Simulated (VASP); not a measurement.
Input of a VASP 6.6.1 run:

The input INCAR:

```
ALGO = Normal
EDIFF = 1E-8
ENCUT = 520
GGA = PS
IBRION = 8
ISIF = 2
ISMEAR = 0
LASPH = T
LCHARG = T
LEPSILON = T
LREAL = F
LWAVE = F
NELM = 100
NSW = 1
PREC = Accurate
SIGMA = 0.01
```

Contents of KPOINTS:

```
k-points
0
Gamma
  8 8 8
```

The input POSCAR:

```
HCl
1.0
   -1.6878811098      1.6878811049      2.3605568108
    1.6878811098     -1.6878811049      2.3605568108
    1.6878811098      1.6878811049     -2.3605568108
H Cl
1 1
Direct
    0.6957584325      0.6957584325      0.0000000000
    0.9722415675      0.9722415675      0.0000000000
```

Potentials or basis: VASP PAW PBE potentials, release 64 (H, Cl).

Run with:

```bash
$ cat potpaw_PBE.64/H/POTCAR potpaw_PBE.64/Cl/POTCAR > POTCAR
$ mpirun -np 1 vasp_std > vasp.out
```

What does it give for the electronic dielectric tensor (diagonal)?

3.08, 3.08, 3.21.

Estimate the Born charges (mean of the diagonal).

H +0.52; Cl -0.52 e.

Estimate the highest phonon frequency at Γ, LO-TO splitting left out.

2673 cm⁻¹.

Electronic dielectric tensor:
```
3.08 0.00 0.00
0.00 3.08 0.00
0.00 0.00 3.21
```

Caveat: the cell wasn't relaxed at this level first, which shifts response properties.
